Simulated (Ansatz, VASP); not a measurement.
**One calculation of Cu, two programs**

```
Cu
1.0
     2.83238    0.00000    0.00000
     0.00000    2.83238    0.00000
     0.00000    0.00000    2.66561
Cu
2
Direct
  0.00000 0.00000 0.00000
  0.50000 0.50000 0.50000
```

Change from the starting cell: equal strain along all axes, cell held, atoms relaxed: -2.0 %.

Alike in both runs: task single point; functional PBEsol; k mesh 18 × 18 × 20; occupations gaussian, width 0.1 eV; no spin polarisation.

```csv
,VASP,Ansatz
version,VASP 6.6.1,Ansatz 0.2.0
potentials or method,"VASP PAW PBE potentials, release 64 (Cu), cutoff 520 eV","scalar-relativistic, plane waves, PAW"
valence electrons in the cell,22,38
```

Ansatz gave:

* gap on the k mesh at the Fermi level (eV): none
* pressure (GPa): 11.7
* traceless stress, the component that is largest in VASP (GPa): 0.14

Question: Estimate VASP's values.

Answer: gap on the k mesh at the Fermi level (eV): none; pressure (GPa): 13.0; traceless stress, the component that is largest in VASP (GPa): 0.13.

VASP's potentials were made for PBE, not for PBEsol. A gap of «none» marks a metal or a gap that the smearing closes. With one functional, cell and mesh, what is left measures potentials, basis and numerics. VASP's potentials hold 22 valence electrons a cell and Ansatz's 38, so a difference there can come from the potentials and not from the codes.
